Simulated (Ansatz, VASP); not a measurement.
W in VASP and in Ansatz

The input INCAR:

```
SYSTEM = W
ALGO = Fast
EDIFF = 1E-6
ENCUT = 520
GGA = PS
ISIF = 2
ISMEAR = 0
LASPH = .True.
LCHARG = .False.
LREAL = .False.
LWAVE = .False.
NBANDS = 66
NELM = 80
PREC = Accurate
SIGMA = 0.15
```

KPOINTS

```
k-points
0
Gamma
  8 8 8
  0 0 0
```

File POSCAR:

```
W
1.0
    4.6294799416      0.0000000000      0.0000000000
    0.0000000000      4.6294799416      0.0000000000
    0.0000000000      0.0000000000      5.2333251514
W
8
Direct
    0.0000000000      0.0000000000      0.0000000000
    0.5000000000      0.5000000000      0.5000000000
    0.0000000000      0.5000000000      0.2500000000
    0.0000000000      0.5000000000      0.7500000000
    0.2500000000      0.0000000000      0.5000000000
    0.7500000000      0.0000000000      0.5000000000
    0.5000000000      0.7500000000      0.0000000000
    0.5000000000      0.2500000000      0.0000000000
```

Input for Ansatz:

```yaml
crystal:
  lattice:
    - [4.6294799416, 0.0, 0.0]
    - [0.0, 4.6294799416, 0.0]
    - [0.0, 0.0, 5.2333251514]
  atoms:
    - { symbol: W, position: [0.0, 0.0, 0.0] }
    - { symbol: W, position: [0.5, 0.5, 0.5] }
    - { symbol: W, position: [0.0, 0.5, 0.25] }
    - { symbol: W, position: [0.0, 0.5, 0.75] }
    - { symbol: W, position: [0.25, 0.0, 0.5] }
    - { symbol: W, position: [0.75, 0.0, 0.5] }
    - { symbol: W, position: [0.5, 0.75, 0.0] }
    - { symbol: W, position: [0.5, 0.25, 0.0] }
basis:
  ecutwfc: 420
kpoints:
  mp_grid: { grid: [8, 8, 8] }
hamiltonian:
  xc: pbesol
scf:
  occupations: { method: gaussian, width: 0.15 }
output:
  forces: true
  stress: true
  eigenvalues: true
```

Change from the starting cell: strain -0.080 along x and y, +0.040 along z, atoms carried along.

Alike in both runs: task single point; functional PBEsol; k mesh 8 × 8 × 8; occupations gaussian, width 0.15 eV; no spin polarisation.

```csv
,VASP,Ansatz
version,VASP 6.6.1,Ansatz 0.2.0
potentials or method,"VASP PAW PBE potentials, release 64 (W_sv), cutoff 520 eV","scalar-relativistic, plane waves, PAW"
valence electrons in the cell,112,112
```

Ansatz gave:

```
gap on the k mesh at the Fermi level (eV)                     : none
pressure (GPa)                                                : 58.0
traceless stress, the component that is largest in VASP (GPa) : -45.45
rms of the force components (eV/Å)                            : 0.204
```

What did VASP give for the same quantities?

gap on the k mesh at the Fermi level (eV): none; pressure (GPa): 60.3; traceless stress, the component that is largest in VASP (GPa): -46.73; rms of the force components (eV/Å): 0.211.

VASP's potentials were made for PBE, not for PBEsol. Atom by atom the forces differ by 0.007 eV/Å (rms over components). A gap of «none» marks a metal or a gap that the smearing closes. Both programs put the cell under a high pressure, so it lies far from rest at this level.

Neither program's run includes spin-orbit coupling. Noted on VASP's run: the cell as given lies far from equilibrium.
